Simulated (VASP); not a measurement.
## C: single point with PBE

The system is C.

```
C
1.0
     2.47013    0.04625    0.04625
    -1.19501    2.11607    0.01693
     0.22807    0.22807   12.18053
C
12
Direct
  0.00000 0.00000 0.18686
  0.00000 0.00000 0.68686
  0.00000 0.00000 0.31314
  0.00000 0.00000 0.81314
  0.33333 0.66667 0.52077
  0.66667 0.33333 0.02077
  0.33333 0.66667 0.97923
  0.66667 0.33333 0.47923
  0.33333 0.66667 0.64510
  0.66667 0.33333 0.14510
  0.33333 0.66667 0.85490
  0.66667 0.33333 0.35490
```

```
Program                : VASP 6.6.1
Task                   : single point
Functional             : PBE
Potentials or basis    : VASP PAW PBE potentials, release 64 (C)
Cutoff                 : 520 eV
k mesh                 : 12 × 12 × 2
Occupations            : gaussian, width 0.05 eV
Spin                   : no spin polarisation
Dipole correction      : no
Further INCAR settings : ALGO = Normal; EDIFF = 1e-06; NBANDS = 36
```

| Item | Value |
| --- | --- |
| Pressure | 31.7 GPa |
| Largest force | 0.409 eV/Å |
| Band gap on the k mesh | 3.89 eV (least direct gap 4.80 eV) |

Forces on the atoms (eV/Å):
```
C    0.009 -0.202  0.063
C   -0.355 -0.134  0.152
C    0.355  0.134 -0.152
C   -0.009  0.202 -0.063
C   -0.303 -0.079  0.093
C    0.067 -0.147  0.021
C   -0.067  0.147 -0.021
C    0.303  0.079 -0.093
C    0.292  0.081 -0.098
C   -0.055  0.145 -0.027
C    0.055 -0.145  0.027
C   -0.292 -0.081  0.098
```

Stress tensor (GPa, compression positive):
```
 31.59 -22.70 -19.90
-22.70  31.92 -19.87
-19.90 -19.87  31.45
```

Levels at points of the mesh, in eV from the valence-band top:
| k point | band 22 | band 23 | band 24 | band 25 | band 26 | band 27 |
| --- | --- | --- | --- | --- | --- | --- |
| (0.00, 0.00, 0.00) | -0.52 | -0.04 | 0.00 | 4.80 | 5.45 | 5.48 |
| (0.50, 0.00, 0.00) | -4.08 | -3.62 | -2.85 | 4.80 | 5.26 | 5.89 |
| (0.00, 0.50, 0.00) | -4.45 | -3.79 | -3.14 | 4.59 | 5.09 | 5.26 |
| (0.50, 0.50, 0.00) | -4.65 | -4.11 | -3.45 | 3.91 | 4.59 | 4.63 |
| (0.00, 0.00, 0.50) | -0.57 | -0.44 | -0.26 | 5.01 | 5.43 | 5.73 |
| (0.50, 0.00, 0.50) | -3.62 | -3.26 | -3.14 | 4.70 | 5.37 | 5.54 |
| (0.00, 0.50, 0.50) | -4.01 | -3.54 | -3.35 | 4.71 | 4.81 | 5.15 |
| (0.50, 0.50, 0.50) | -4.31 | -3.90 | -3.68 | 4.07 | 4.11 | 5.45 |

Run time: 3.7 min on 1 thread of Intel(R) Xeon(R) Platinum 8488C (Sapphire Rapids) (shared host), peak memory 0.32 GiB.

Caveat: the cell stands under pressure. A k mesh can miss the band edges.
